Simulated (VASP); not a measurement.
# Pt (P6_3/mmc) in VASP: single point with LDA

Aim: the single point of Pt with LDA.

Everything below comes from runs of VASP 6.6.1. Logs are shortened: lines on timing, memory, paths and dates and some standing lists are left out, and cuts for length are marked.

## Step 1: The cell of the first run

It takes space group P6_3/mmc (No. 194, hexagonal). The conventional cell has a = 2.711 Å, b = 2.711 Å, c = 4.668 Å, α = 90.00°, β = 90.00°, γ = 120.00°. Within 3.6 Å of Pt (site symmetry -6m2) lie 12 Pt at 2.71 to 2.81 Å.

This isn't the form of Pt at room conditions, which is fcc.

## Step 2: Single point, LDA

Contents of INCAR:

```
SYSTEM = Pt
ALGO     = Normal         ! electronic algorithm
EDIFF    = 1E-6           ! SCF threshold, eV
ENCUT    = 570            ! plane-wave cutoff, eV
GGA      = CA             ! functional
GGA_COMPAT= .False.      
ISIF     = 2              ! what is computed and relaxed
ISMEAR   = -1             ! smearing method
LASPH    = .True.         ! aspherical terms in the spheres
LCHARG   = .False.        ! write CHGCAR
LREAL    = .False.        ! projectors in reciprocal space
LWAVE    = .False.        ! write WAVECAR
NBANDS   = 25             ! bands
NELM     = 120            ! most SCF steps
PREC     = Accurate       ! precision mode
SIGMA    = 0.05           ! smearing width, eV
```

Contents of KPOINTS:

```
k-points
0
Gamma
  17 17 9
  0 0 0
```

Contents of POSCAR:

```
Pt
1.0
    2.7107039064      0.0000000000      0.0000000000
   -1.3553519532      2.3475384451      0.0000000000
    0.0000000000      0.0000000000      4.6678312548
Pt
2
Direct
    0.3333333333      0.6666666667      0.2500000000
    0.6666666667      0.3333333333      0.7500000000
```

Potentials or basis: VASP PAW LDA potentials, release 64 (Pt_sv_GW).

Command:

```sh
cat potpaw_LDA.64/Pt_sv_GW/POTCAR > POTCAR
mpirun -np 1 vasp_std > vasp.out
```

OUTCAR:

```text
SYSTEM = Pt
   EDIFF = 1E-6
   ENCUT = 570
   GGA = CA
   ISIF = 2
   ISMEAR = -1
   LASPH = .True.
   LREAL = .False.
   NELM = 120
   PREC = Accurate

 ion  position               nearest neighbor table
   1  0.333  0.667  0.250-   2 2.81   2 2.81   2 2.81   2 2.81   2 2.81   2 2.81
   2  0.667  0.333  0.750-   1 2.81   1 2.81   1 2.81   1 2.81   1 2.81   1 2.81

  LATTYP: Found a hexagonal cell.
 ALAT       =     2.7107039064
 C/A-ratio  =     1.7219996783

  Lattice vectors:

 A1 = (   2.7107039064,   0.0000000000,   0.0000000000)
 A2 = (  -1.3553519532,   2.3475384451,   0.0000000000)
 A3 = (   0.0000000000,   0.0000000000,   4.6678312548)

Analysis of symmetry for initial positions (statically):
=====================================================================
 Subroutine PRICEL returns:
 Original cell was already a primitive cell.

 Routine SETGRP: Setting up the symmetry group for a
 hexagonal supercell.

 Subroutine GETGRP returns: Found 24 space group operations
 (whereof 12 operations were pure point group operations)
 out of a pool of 24 trial point group operations.

The static configuration has the point symmetry D_3d.
 The point group associated with its full space group is D_6h.

Analysis of symmetry for dynamics (positions and initial velocities):
=====================================================================
 Subroutine PRICEL returns:
 Original cell was already a primitive cell.

 Routine SETGRP: Setting up the symmetry group for a
 hexagonal supercell.

 Subroutine GETGRP returns: Found 24 space group operations
 (whereof 12 operations were pure point group operations)
 out of a pool of 24 trial point group operations.

The dynamic configuration has the point symmetry D_3d.
 The point group associated with its full space group is D_6h.

 Subroutine INISYM returns: Found 24 space group operations
 (whereof 12 operations are pure point group operations),
 and found     1 'primitive' translations

----------------------------------------------------------------------------------------

                                     Primitive cell

  volume of cell :      29.7037

  direct lattice vectors                    reciprocal lattice vectors
     2.710703906  0.000000000  0.000000000     0.368907868  0.212989057  0.000000000
    -1.355351953  2.347538445  0.000000000     0.000000000  0.425978114  0.000000000
     0.000000000  0.000000000  4.667831255     0.000000000  0.000000000  0.214232252

  length of vectors
     2.710703906  2.710703906  4.667831255     0.425978114  0.425978114  0.214232252

  position of ions in fractional coordinates (direct lattice)
     0.333333333  0.666666667  0.250000000
     0.666666667  0.333333333  0.750000000

  ion indices of the primitive-cell ions
   primitive index   ion index
                 1           1
                 2           2

----------------------------------------------------------------------------------------

 KPOINTS: k-points

Automatic generation of k-mesh.
 Grid dimensions read from file:
 generate k-points for:   17   17    9

 Generating k-lattice:

  Cartesian coordinates                     Fractional coordinates (reciprocal lattice)
     0.021700463  0.012528768  0.000000000     0.058823529 -0.000000000  0.000000000
     0.000000000  0.025057536  0.000000000     0.000000000  0.058823529  0.000000000
     0.000000000  0.000000000  0.023803584     0.000000000  0.000000000  0.111111111

  Length of vectors
     0.025057536  0.025057536  0.023803584

  Shift w.r.t. Gamma in fractional coordinates (k-lattice)
     0.000000000  0.000000000  0.000000000

 Subroutine IBZKPT returns following result:
 ===========================================

 Found    165 irreducible k-points:

 Following reciprocal coordinates:
            Coordinates               Weight
  0.000000  0.000000  0.000000      1.000000
  0.058824  0.000000  0.000000      6.000000
  0.117647 -0.000000  0.000000      6.000000
  0.176471  0.000000  0.000000      6.000000
  0.235294 -0.000000  0.000000      6.000000
  0.294118 -0.000000  0.000000      6.000000
[... 16 lines left out ...]
  0.411765  0.117647  0.000000     12.000000
  0.176471  0.176471  0.000000      6.000000
 [... further k-points ...]
   k-points           NKPTS =    165   k-points in BZ     NKDIM =    165   number of bands    NBANDS=     25
   number of dos      NEDOS =    301   number of ions     NIONS =      2
   total plane-waves  NPLWV =  20736
   dimension x,y,z NGX =    24 NGY =   24 NGZ =   36
   dimension x,y,z NGXF=    48 NGYF=   48 NGZF=   72
   ions per type =               2
   NGX,Y,Z   is equivalent  to a cutoff of  14.72, 14.72, 12.82 a.u.
   NGXF,Y,Z  is equivalent  to a cutoff of  29.44, 29.44, 25.64 a.u.
 SYSTEM =  Pt
   PREC   = accura    normal or accurate (medium, high low for compatibility)
   ISTART =      0    job   : 0-new  1-cont  2-samecut
   ICHARG =      2    charge: 1-file 2-atom 10-const
   ISPIN  =      1    spin polarized calculation?
   LNONCOLLINEAR =      F non collinear calculations
   LSORBIT =      F    spin-orbit coupling
   LASPH  =      T    aspherical Exc in radial PAW
   ENCUT  =  570.0 eV  41.89 Ry    6.47 a.u.   5.28  5.28  9.09*2*pi/ulx,y,z
   NELM   =    120;   NELMIN=  2; NELMDL= -5     # of ELM steps
   EDIFF  = 0.1E-05   stopping-criterion for ELM
   LREAL  =      F    real-space projection
   EDIFFG = 0.1E-04   stopping-criterion for IOM
   NSW    =      0    number of steps for IOM
   IBRION =     -1    ionic relax: 0-MD 1-quasi-New 2-CG
   NFREE  =      0    steps in history (QN), initial steepest desc. (CG)
   ISIF   =      2    stress and relaxation
   ISYM   =      2    0-nonsym 1-usesym 2-fastsym
   POTIM  = 0.5000    time-step for ionic-motion
   TEBEG  =    0.0;   TEEND  =   0.0 temperature during run
   PSTRESS=    0.0 pullay stress
   NELECT =      36.0000    total number of electrons
   NUPDOWN=      -1.0000    fix difference up-down
   EMIN   =  10.00;   EMAX   =-10.00  energy-range for DOS
   EFERMI =   0.00;   METHOD = LEGACY
   ISMEAR =    -1;   SIGMA  =   0.05  broadening in eV -4-tet -1-fermi 0-gaus
   EFERMI_NEDOS =   21; number of points for ismear=-14 and -15
   IALGO  =     38    algorithm
   IMIX   =      4    mixing-type and parameters
     AMIX     =   0.40;   BMIX     =  1.00
     AMIX_MAG =   1.60;   BMIX_MAG =  1.00
  volume/ion in A,a.u.               =      14.85       100.23
  Fermi-wavevector in a.u.,A,eV,Ry     =   1.745443  3.298409 41.451121  3.046571
  Thomas-Fermi vector in A             =   2.817129
   LORBIT       =      0    0 simple, 1 ext, 2 COOP (PROOUT), +10 PAW based schemes
   GGA     = CA    functional components
   LHFCALC =     F    Hartree Fock is set to
   AEXX    =    0.0000 exact exchange contribution
   IVDW    =     0    specifies the selected vdW correction
   LEPSILON=     F    determine dielectric tensor
   LRPA    =     F    only Hartree local field effects (RPA)
 non-spin polarized calculation
  energy-cutoff  :      570.00
  volume of cell :       29.70
 maximum number of plane-waves:       931
 NGX is ok and might be reduce to    24
   NGX = 11   NGY = 11   NGZ = 19

 number of electron      36.0000001 magnetization

 Free energy of the ion-electron system (eV)
  ---------------------------------------------------
  ext. energy  EPLUGINS =         0.00000000
  ---------------------------------------------------
  free energy    TOTEN  =       -14.53838951 eV

  energy without entropy =      -14.50939075  energy(sigma->0) =      -14.52389013

 E-fermi :  10.7170     XC(G=0): -14.4686

 val. band max:       10.7163410423   @ k =   0.2353  -0.0000   0.0000
 cond. band min:      10.7191586981   @ k =   0.2941   0.2941   0.4444
 fundamental gap:      0.0028176558
 Fermi energy:        10.7170120206

 k-point     1 :       0.0000    0.0000    0.0000
  band No.  band energies     occupation
      1     -87.5708      2.00000
      2     -87.5430      2.00000
      3     -42.1144      2.00000
      4     -41.8172      2.00000
      5     -41.8172      2.00000
      6     -41.7642      2.00000
[... 17 lines left out ...]
     24      28.0477      0.00000
     25      32.2695      0.00000

 k-point     2 :       0.0588    0.0000    0.0000
  band No.  band energies     occupation
      1     -87.5703      2.00000
      2     -87.5424      2.00000
      3     -42.1091      2.00000
      4     -41.8336      2.00000
      5     -41.8219      2.00000
      6     -41.7813      2.00000
[... 17 lines left out ...]
     24      28.2497      0.00000
     25      31.5073      0.00000

 k-point     3 :       0.1176   -0.0000    0.0000
  band No.  band energies     occupation
      1     -87.5667      2.00000
      2     -87.5401      2.00000
      3     -42.0937      2.00000
      4     -41.8789      2.00000
      5     -41.8353      2.00000
      6     -41.8272      2.00000
[... 17 lines left out ...]
     24      28.5813      0.00000
     25      30.3491      0.00000

 k-point     4 :       0.1765    0.0000    0.0000
  band No.  band energies     occupation
      1     -87.5612      2.00000
      2     -87.5365      2.00000
      3     -42.0693      2.00000
      4     -41.9473      2.00000
      5     -41.8968      2.00000
      6     -41.8554      2.00000
[... 17 lines left out ...]
     24      28.6805      0.00000
     25      28.8580      0.00000
[... 477 lines left out ...]
 k-point    22 :       0.3529    0.1176    0.0000
  band No.  band energies     occupation
      1     -87.5328      2.00000
      2     -87.5223      2.00000
      3     -42.2334      2.00000
      4     -42.1815      2.00000
      5     -41.9717      2.00000
      6     -41.9236      2.00000
[... 17 lines left out ...]
     24      24.3768      0.00000
     25      25.2051      0.00000

 k-point    23 :       0.4118    0.1176    0.0000
  band No.  band energies     occupation
      1     -87.5295      2.00000
      2     -87.5212      2.00000
      3     -42.2609      2.00000
      4     -42.2042      2.00000
      5     -41.9834      2.00000
      6     -41.9020      2.00000
[... 17 lines left out ...]
     24      23.0093      0.00000
     25      24.8205      0.00000

 k-point    24 :       0.1765    0.1765    0.0000
  band No.  band energies     occupation
      1     -87.5453      2.00000
      2     -87.5276      2.00000
      3     -42.0890      2.00000
      4     -42.0813      2.00000
      5     -41.9944      2.00000
      6     -41.9183      2.00000
[... 17 lines left out ...]
     24      26.8734      0.00000
     25      28.9757      0.00000

 [... further k-points ...]
[... 5 lines left out ...]
  --------------------------------------------------------------------------------------
  -------------------------------------------------------------------------------------
  Total       -0.0486318     -0.0486318     -0.1193255      0.0000000      0.0000000     -0.0000000
  in kB       -2.6231348     -2.6231348     -6.4362649      0.0000000      0.0000000     -0.0000000
  external PRESSURE =      -3.8941781 kB  Pullay stress =       0.0000000 kB

 VOLUME and BASIS-vectors are now :
 -----------------------------------------------------------------------------
  energy-cutoff  :      570.00
  volume of cell :       29.70
      direct lattice vectors                 reciprocal lattice vectors
     2.710703906  0.000000000  0.000000000     0.368907868  0.212989057  0.000000000
    -1.355351953  2.347538445  0.000000000     0.000000000  0.425978114  0.000000000
     0.000000000  0.000000000  4.667831255     0.000000000  0.000000000  0.214232252

 POSITION                                       TOTAL-FORCE (eV/Angst)
 -----------------------------------------------------------------------------------
     -0.00000      1.56503      1.16696         0.000000     -0.000000      0.000000
      1.35535      0.78251      3.50087        -0.000000      0.000000      0.000000
 -----------------------------------------------------------------------------------
    total drift:                               -0.000001      0.000000     -0.000000

  FREE ENERGIE OF THE ION-ELECTRON SYSTEM (eV)
  ---------------------------------------------------
  free  energy   TOTEN  =       -14.5383895129 eV

  energy  without entropy=      -14.5093907533  energy(sigma->0) =      -14.52389013
```

It took 48 s on 1 thread of Intel Xeon 6975P-C (Granite Rapids), shared host; peak memory 0.23 GiB.

Results:

| Quantity | Value |
| --- | --- |
| Free energy | -14.5384 eV |
| Pressure | -0.4 GPa |
| Band gap on the k mesh | zero (bands 18 and 19 overlap by 1.32 eV) |

Stress tensor (GPa, compression positive):
```
-0.26  0.00  0.00
 0.00 -0.26  0.00
 0.00  0.00 -0.64
```

Levels at points of the mesh, in eV from the Fermi level:
| k point | band 14 | band 15 | band 16 | band 17 | band 18 | band 19 | band 20 | band 21 | band 22 | band 23 |
| --- | --- | --- | --- | --- | --- | --- | --- | --- | --- | --- |
| (0.00, 0.00, 0.00) | -3.34 | -3.34 | -2.03 | -2.03 | -0.89 | -0.23 | -0.23 | 5.21 | 15.02 | 15.82 |

Caveat: spin-orbit coupling is left out, which moves the levels of the heavy elements.
